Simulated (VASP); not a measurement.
# Ni (Fm-3m) in VASP: notebook

Ni is run at these levels: r2SCAN; tasks: single point.

All numbers are computed with VASP 6.6.1; they aren't measurements. Logs are shortened: lines on timing, memory, paths and dates and some standing lists are left out, and cuts for length are marked.

## Step 1: The cell of the first run

It takes space group Fm-3m (No. 225, cubic). The conventional cell has a = 3.517 Å, b = 3.517 Å, c = 3.517 Å, α = 90.00°, β = 90.00°, γ = 90.00°. Within 3.3 Å of Ni (site symmetry m-3m) lie 12 Ni at 2.49 Å.

## Step 2: Single point, r2SCAN, collinear spin, ferromagnetic start

The input, POSCAR:

```
Ni
1.0
    0.0000000000      1.7585000000      1.7585000000
    1.7585000000      0.0000000000      1.7585000000
    1.7585000000      1.7585000000      0.0000000000
Ni
1
Direct
    0.0000000000      0.0000000000      0.0000000000
```

The input, INCAR.step1:

```
SYSTEM = Ni
PREC = Accurate ; ENCUT = 520
ISMEAR = -1 ; SIGMA = 0.05
LREAL = .FALSE. ; LASPH = .TRUE.
NELM = 150 ; ISPIN = 2
MAGMOM = 2 ; LMAXMIX = 4
NBANDS = 15 ; GGA = PE
ALGO = Normal ; EDIFF = 1E-4
LWAVE = .TRUE. ; LCHARG = .FALSE.
```

The input, INCAR.step2:

```
SYSTEM = Ni
PREC = Accurate ; ENCUT = 520
EDIFF = 1E-6 ; ISMEAR = -1
SIGMA = 0.05 ; LREAL = .FALSE.
LASPH = .TRUE. ; NELM = 150
ALGO = Normal ; ISIF = 2
LWAVE = .FALSE. ; LCHARG = .FALSE.
ISPIN = 2 ; MAGMOM = 2
LORBIT = 11 ; LMAXMIX = 4
METAGGA = R2SCAN ; LMIXTAU = .TRUE.
NBANDS = 15 ; ISTART = 1
```

The input, KPOINTS:

```
regular mesh
0
G
  13 13 13
  0 0 0
```

Potentials or basis: VASP PAW PBE potentials, release 64 (Ni).

On the command line:

```sh
> cat potpaw_PBE.64/Ni/POTCAR > POTCAR
> cp INCAR.step1 INCAR
> mpirun -np 1 vasp_std > vasp.out
> cp INCAR.step2 INCAR
> mpirun -np 1 vasp_std > vasp.out
```

OUTCAR:

```text
SYSTEM = Ni
   PREC = Accurate
   ENCUT = 520
   EDIFF = 1E-6
   ISMEAR = -1
   LREAL = .FALSE.
   LASPH = .TRUE.
   NELM = 150
   ISIF = 2
   ISPIN = 2
   LORBIT = 11
   METAGGA = R2SCAN
   ISTART = 1

 ion  position               nearest neighbor table
   1  0.000  0.000  0.000-

  LATTYP: Found a face centered cubic cell.
 ALAT       =     3.5170000000

  Lattice vectors:

 A1 = (   0.0000000000,   1.7585000000,   1.7585000000)
 A2 = (   1.7585000000,   0.0000000000,   1.7585000000)
 A3 = (   1.7585000000,   1.7585000000,   0.0000000000)

Analysis of symmetry for initial positions (statically):
=====================================================================
 Subroutine PRICEL returns:
 Original cell was already a primitive cell.

 Routine SETGRP: Setting up the symmetry group for a
 face centered cubic supercell.

 Subroutine GETGRP returns: Found 48 space group operations
 (whereof 48 operations were pure point group operations)
 out of a pool of 48 trial point group operations.

The static configuration has the point symmetry O_h .

Analysis of symmetry for dynamics (positions and initial velocities):
=====================================================================
 Subroutine PRICEL returns:
 Original cell was already a primitive cell.

 Routine SETGRP: Setting up the symmetry group for a
 face centered cubic supercell.

 Subroutine GETGRP returns: Found 48 space group operations
 (whereof 48 operations were pure point group operations)
 out of a pool of 48 trial point group operations.

The dynamic configuration has the point symmetry O_h .

Analysis of structural, dynamic, and magnetic symmetry:
=====================================================================
 Subroutine PRICEL returns:
 Original cell was already a primitive cell.

 Routine SETGRP: Setting up the symmetry group for a
 face centered cubic supercell.

 Subroutine GETGRP returns: Found 48 space group operations
 (whereof 48 operations were pure point group operations)
 out of a pool of 48 trial point group operations.

The overall configuration has the point symmetry O_h .

 Subroutine INISYM returns: Found 48 space group operations
 (whereof 48 operations are pure point group operations),
 and found     1 'primitive' translations

----------------------------------------------------------------------------------------

                                     Primitive cell

  volume of cell :      10.8757

  direct lattice vectors                    reciprocal lattice vectors
     0.000000000  1.758500000  1.758500000    -0.284333239  0.284333239  0.284333239
     1.758500000  0.000000000  1.758500000     0.284333239 -0.284333239  0.284333239
     1.758500000  1.758500000  0.000000000     0.284333239  0.284333239 -0.284333239

  length of vectors
     2.486894549  2.486894549  2.486894549     0.492479615  0.492479615  0.492479615
[... 122 lines left out ...]
  free energy    TOTEN  =       -11.93941677 eV

  energy without entropy =      -11.92729079  energy(sigma->0) =      -11.93335378

 E-fermi :   9.3329     XC(G=0): -14.3863

 val. band max:        9.3327966861   @ k =  -0.3077   0.3077   0.0769
 cond. band min:       9.3381257195   @ k =   0.3846   0.0769   0.0000
 fundamental gap:      0.0053290335
 Fermi energy:         9.3329303667

 spin component 1

 k-point     1 :       0.0000    0.0000    0.0000
  band No.  band energies     occupation
      1      -0.0831      1.00000
      2       6.4010      1.00000
      3       6.4011      1.00000
      4       6.4011      1.00000
      5       7.6916      1.00000
      6       7.6916      1.00000
      7      33.8692      0.00000
      8      38.0237      0.00000
      9      38.0237      0.00000
     10      38.0241      0.00000
     11      40.6474      0.00000
     12      40.6474      0.00000
     13      40.6475      0.00000
     14      44.0915      0.00000
[... 403 lines left out ...]
      4       6.8703      1.00000
      5       8.3136      1.00000
      6       9.9055      0.00001
      7      17.3385      0.00000
      8      28.6860      0.00000
      9      30.5228      0.00000
     10      32.7029      0.00000
     11      42.9944      0.00000
     12      43.2199      0.00000
     13      46.4377      0.00000
     14      49.0331      0.00000
     15      53.0120      0.00000

 [... further k-points ...]

 spin component 2

 k-point     1 :       0.0000    0.0000    0.0000
  band No.  band energies     occupation
      1      -0.3340      1.00000
      2       7.7002      1.00000
      3       7.7002      1.00000
      4       7.7003      1.00000
      5       8.4119      1.00000
      6       8.4119      1.00000
      7      33.6012      0.00000
      8      38.1261      0.00000
      9      38.1263      0.00000
     10      38.1263      0.00000
     11      40.9371      0.00000
     12      40.9372      0.00000
     13      40.9372      0.00000
     14      44.1705      0.00000
[... 403 lines left out ...]
      4       7.7912      1.00000
      5       9.5063      0.03028
      6      10.5892      0.00000
      7      17.7363      0.00000
      8      28.7635      0.00000
      9      30.7027      0.00000
     10      32.8536      0.00000
     11      43.1324      0.00000
     12      43.4484      0.00000
     13      46.6700      0.00000
     14      49.8345      0.00000
     15      55.3679      0.00000

 [... further k-points ...]

------------------------ aborting loop because EDIFF is reached ----------------------------------------

  FORCE on cell =-STRESS in cart. coord.  units (eV):
  Direction    XX          YY          ZZ          XY          YZ          ZX
  --------------------------------------------------------------------------------------
  -------------------------------------------------------------------------------------
  Total       -0.4492382     -0.4492382     -0.4492382     -0.0000000      0.0000000      0.0000000
  in kB      -66.1805115    -66.1805115    -66.1805115     -0.0000000      0.0000000      0.0000000
  external PRESSURE =     -66.1805115 kB  Pullay stress =       0.0000000 kB

 VOLUME and BASIS-vectors are now :
 -----------------------------------------------------------------------------
  energy-cutoff  :      520.00
  volume of cell :       10.88
      direct lattice vectors                 reciprocal lattice vectors
     0.000000000  1.758500000  1.758500000    -0.284333239  0.284333239  0.284333239
     1.758500000  0.000000000  1.758500000     0.284333239 -0.284333239  0.284333239
     1.758500000  1.758500000  0.000000000     0.284333239  0.284333239 -0.284333239

 POSITION                                       TOTAL-FORCE (eV/Angst)
 -----------------------------------------------------------------------------------
      0.00000      0.00000      0.00000         0.000000     -0.000000      0.000000
 -----------------------------------------------------------------------------------
    total drift:                                0.000000     -0.000000     -0.000000

  FREE ENERGIE OF THE ION-ELECTRON SYSTEM (eV)
  ---------------------------------------------------
  free  energy   TOTEN  =       -11.9394167706 eV

  energy  without entropy=      -11.9272907910  energy(sigma->0) =      -11.93335378

 total charge

# of ion       s       p       d       tot
------------------------------------------
    1        0.513   0.519   8.314   9.346

 magnetization (x)

# of ion       s       p       d       tot
------------------------------------------
    1       -0.011  -0.041   0.778   0.726
```

OSZICAR.step1:

```text
N       E                     dE             d eps       ncg     rms          rms(c)
DAV:   1     0.319177362978E+02    0.31918E+02   -0.43879E+03  5311   0.904E+02
DAV:   2    -0.493253985835E+01   -0.36850E+02   -0.34092E+02  5768   0.159E+02
DAV:   3    -0.632058125505E+01   -0.13880E+01   -0.13774E+01  6097   0.302E+01
DAV:   4    -0.632904184043E+01   -0.84606E-02   -0.84593E-02  6224   0.226E+00
DAV:   5    -0.632914585918E+01   -0.10402E-03   -0.10402E-03  6225   0.222E-01    0.111E+01
DAV:   6    -0.585023029901E+01    0.47892E+00   -0.12911E+01  7301   0.414E+01    0.623E+00
DAV:   7    -0.549558026928E+01    0.35465E+00   -0.25593E+00  6811   0.158E+01    0.180E+00
DAV:   8    -0.548396330170E+01    0.11617E-01   -0.22729E-02  5918   0.930E-01    0.970E-01
DAV:   9    -0.548089753772E+01    0.30658E-02   -0.17689E-03  7692   0.249E-01    0.347E-01
DAV:  10    -0.548002673722E+01    0.87080E-03   -0.13257E-03  6481   0.207E-01    0.422E-02
DAV:  11    -0.548003324236E+01   -0.65051E-05   -0.25888E-05  3899   0.382E-02
   1 F= -.54800332E+01 E0= -.54733678E+01  d E =-.133308E-01  mag=     0.6250
```

Run time: 3.4 min. Hardware: 1 thread of Intel Xeon 8259CL, shared host; peak memory 0.14 GiB.

What came out:

| Property | Result |
| --- | --- |
| Free energy | -11.9394 eV |
| Pressure | -6.6 GPa |
| Net moment | 0.70 μB per cell |
| Site moments | Ni +0.73 μB |
| Valence electrons inside the program's atomic spheres | Ni 9.35 |

Levels at points of the mesh, in eV from the Fermi level:
Spin up:
| k point | band 2 | band 3 | band 4 | band 5 | band 6 | band 7 | band 8 | band 9 |
| --- | --- | --- | --- | --- | --- | --- | --- | --- |
| (0.00, 0.00, 0.00) | -2.93 | -2.93 | -2.93 | -1.64 | -1.64 | 24.54 | 28.69 | 28.69 |
Spin down:
| k point | band 1 | band 2 | band 3 | band 4 | band 5 | band 6 | band 7 | band 8 | band 9 | band 10 |
| --- | --- | --- | --- | --- | --- | --- | --- | --- | --- | --- |
| (0.00, 0.00, 0.00) | -9.67 | -1.63 | -1.63 | -1.63 | -0.92 | -0.92 | 24.27 | 28.79 | 28.79 | 28.79 |

Caveat: the cell stands under tension; the PAW data sets were made with another functional, which shifts forces and pressure a little.

## Step 3: Single point, r2SCAN, collinear spin, ferromagnetic start

POSCAR is that of step 2.

The input, INCAR.step1:

```
ALGO     = Normal         # electronic algorithm
EDIFF    = 1E-4           # SCF threshold, eV
ENCUT    = 520            # plane-wave cutoff, eV
GGA      = PE             # functional
ISMEAR   = -1             # smearing method
ISPIN    = 2              # spin polarisation
LASPH    = T              # aspherical terms in the spheres
LCHARG   = F              # write CHGCAR
LMAXMIX  = 4              # l up to which the mixer works
LREAL    = F              # projectors in reciprocal space
LWAVE    = T              # write WAVECAR
MAGMOM   = 2              # initial moments
NBANDS   = 15             # bands
NELM     = 150            # most SCF steps
PREC     = Accurate       # precision mode
SIGMA    = 0.05           # smearing width, eV
```

The input, INCAR.step2:

```
ALGO     = Normal         # electronic algorithm
EDIFF    = 1E-6           # SCF threshold, eV
ENCUT    = 520            # plane-wave cutoff, eV
ISIF     = 2              # what is computed and relaxed
ISMEAR   = -1             # smearing method
ISPIN    = 2              # spin polarisation
ISTART   = 1            
LASPH    = T              # aspherical terms in the spheres
LCHARG   = T              # write CHGCAR
LELF     = T              # ELF
LMAXMIX  = 4              # l up to which the mixer works
LMIXTAU  = T            
LORBIT   = 11             # projections on sites
LREAL    = F              # projectors in reciprocal space
LVHAR    = T            
LWAVE    = F              # write WAVECAR
MAGMOM   = 2              # initial moments
METAGGA  = R2SCAN         # meta-GGA
NBANDS   = 15             # bands
NELM     = 150            # most SCF steps
PREC     = Accurate       # precision mode
SIGMA    = 0.05           # smearing width, eV
```

The input, KPOINTS:

```
k-points
0
Gamma
  13 13 13
```

Potentials or basis: VASP PAW PBE potentials, release 64 (Ni).

On the command line:

```sh
> cat potpaw_PBE.64/Ni/POTCAR > POTCAR
> cp INCAR.step1 INCAR
> mpirun -np 1 vasp_std > vasp.out
> cp INCAR.step2 INCAR
> mpirun -np 1 vasp_std > vasp.out
```

Wall time 3.3 min (1 thread of Intel Xeon 8259CL, shared host); peak memory 0.14 GiB.

The run converged. Its results:

```yaml
Free_energy: -11.9394 eV
Pressure: -6.6 GPa
Net_moment: 0.70 μB per cell
Site_moments: Ni +0.73 μB
Valence_electrons_inside_the_program's_atomic_spheres: Ni 9.35
```

Levels at points of the mesh, in eV from the Fermi level:
Spin up:
| k point | band 3 | band 4 | band 5 | band 6 | band 7 | band 8 |
| --- | --- | --- | --- | --- | --- | --- |
| (0.00, 0.00, 0.00) | -2.93 | -2.93 | -1.64 | -1.64 | 24.54 | 28.69 |
Spin down:
```
           k point  band 2  band 3  band 4  band 5  band 6  band 7  band 8  band 9
(0.00, 0.00, 0.00)   -1.63   -1.63   -1.63   -0.92   -0.92   24.27   28.79   28.79
```

Caveat: the cell stands under tension; the PAW data sets were made with another functional, which shifts forces and pressure a little.

## Step 4: Single point, r2SCAN, collinear spin, ferromagnetic start

POSCAR is that of step 3.

The input, INCAR.step1:

```
SYSTEM = Ni
ALGO = Normal ; EDIFF = 1E-4
ENCUT = 520 ; GGA = PE
ISMEAR = -1 ; ISPIN = 2
LASPH = .True. ; LCHARG = .False.
LMAXMIX = 4 ; LREAL = .False.
LWAVE = .True. ; MAGMOM = 2
NBANDS = 15 ; NELM = 150
PREC = Accurate ; SIGMA = 0.003
```

The input, INCAR.step2:

```
SYSTEM = Ni
ALGO = Normal ; EDIFF = 1E-6
ENCUT = 520 ; ISIF = 2
ISMEAR = -1 ; ISPIN = 2
ISTART = 1 ; LASPH = .True.
LCHARG = .False. ; LMAXMIX = 4
LMIXTAU = .True. ; LORBIT = 11
LREAL = .False. ; LWAVE = .False.
MAGMOM = 2 ; METAGGA = R2SCAN
NBANDS = 15 ; NELM = 150
PREC = Accurate ; SIGMA = 0.003
```

The input, KPOINTS:

```
k-points
0
Gamma
  13 13 13
  0 0 0
```

On the command line:

```sh
> cat potpaw_PBE.64/Ni/POTCAR > POTCAR
> cp INCAR.step1 INCAR
> mpirun -np 1 vasp_std > vasp.out
> cp INCAR.step2 INCAR
> mpirun -np 1 vasp_std > vasp.out
```

It took 3.1 min on 1 thread of Intel Xeon 8259CL, shared host; peak memory 0.14 GiB.

Results (log left out):

| Item | Value |
| --- | --- |
| Free energy | -11.9324 eV |
| Pressure | -7.2 GPa |
| Net moment | 0.66 μB per cell |
| Site moments | Ni +0.69 μB |
| Valence electrons inside the program's atomic spheres | Ni 9.35 |

Levels at points of the mesh, in eV from the Fermi level:
Spin up:
| k point | band 2 | band 3 | band 4 | band 5 | band 6 | band 7 | band 8 | band 9 |
| --- | --- | --- | --- | --- | --- | --- | --- | --- |
| (0.00, 0.00, 0.00) | -2.88 | -2.88 | -2.88 | -1.59 | -1.59 | 24.55 | 28.71 | 28.71 |
Spin down:
```csv
k point,band 3,band 4,band 5,band 6,band 7,band 8
"(0.00, 0.00, 0.00)",-1.64,-1.64,-0.92,-0.92,24.28,28.80
```

Caveat: the cell stands under tension; the PAW data sets were made with another functional, which shifts forces and pressure a little.
